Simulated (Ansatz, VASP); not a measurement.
## One calculation of Al2Au, two programs

INCAR

```
  ALGO = Normal
  EDIFF = 1E-7
  EDIFFG = -0.002
  ENCUT = 600
  GGA = PS
  IBRION = 2
  ISIF = 3
  ISMEAR = 0
  LASPH = T
  LCHARG = F
  LREAL = F
  LWAVE = F
  NELM = 80
  NSW = 100
  PREC = Accurate
  SIGMA = 0.1
```

Contents of KPOINTS:

```
k-points
0
Gamma
  12 12 12
```

POSCAR

```
Al2Au
1.0
    0.0000000000      3.0023346600      3.0023346600
    3.0023346600      0.0000000000      3.0023346600
    3.0023346600      3.0023346600      0.0000000000
Al Au
2 1
Direct
    0.2500000000      0.2500000000      0.2500000000
    0.7500000000      0.7500000000      0.7500000000
    0.0000000000      0.0000000000      0.0000000000
```

Input for Ansatz:

```yaml
crystal:
  lattice:
    - [0.0, 3.00233466, 3.00233466]
    - [3.00233466, 0.0, 3.00233466]
    - [3.00233466, 3.00233466, 0.0]
  atoms:
    - { symbol: Al, position: [0.25, 0.25, 0.25] }
    - { symbol: Al, position: [0.75, 0.75, 0.75] }
    - { symbol: Au, position: [0.0, 0.0, 0.0] }
basis:
  ecutwfc: 420
kpoints:
  mp_grid: { grid: [12, 12, 12] }
hamiltonian:
  xc: pbesol
  pseudopotentials: { kind: paw, azcp: { folder: soft_1 } }
scf:
  occupations: { method: gaussian, width: 0.1 }
output:
  forces: true
  stress: true
  eigenvalues: true
  write_density: true
  write_potential: true
  elf: true
  volumetric_format: npy
relax:
  adjacent_minimum: "off"
  f_tol: 0.002
  max_steps: 80
  cell: { stress_tol: 0.02 }
```

Alike in both runs: task relaxation of cell and atoms; functional PBEsol; k mesh 12 × 12 × 12; occupations gaussian, width 0.1 eV; no spin polarisation.

|  | VASP | Ansatz |
| --- | --- | --- |
| version | VASP 6.6.1 | Ansatz 0.2.0 |
| potentials or method | VASP PAW PBE potentials, release 64 (Al, Au), cutoff 600 eV | scalar-relativistic, plane waves, PAW |
| valence electrons in the cell | 17 | 25 |

VASP gave:

- gap on the k mesh at the Fermi level, each at its own relaxed structure (eV): none
- relaxed volume (Å³/atom): 18.00
- relaxed cell length with the largest relative difference (Å): 4.243

**Question.** Estimate Ansatz's values.

**Answer.** gap on the k mesh at the Fermi level, each at its own relaxed structure (eV): none; relaxed volume (Å³/atom): 18.02; relaxed cell length with the largest relative difference (Å): 4.244.

VASP's potentials were made for PBE, not for PBEsol, and Ansatz warns of the same on its side. A gap of «none» marks a metal or a gap that the smearing closes. VASP's potentials hold 17 valence electrons a cell and Ansatz's 25, so a difference there can come from the potentials and not from the codes.

Neither program's run includes spin-orbit coupling.
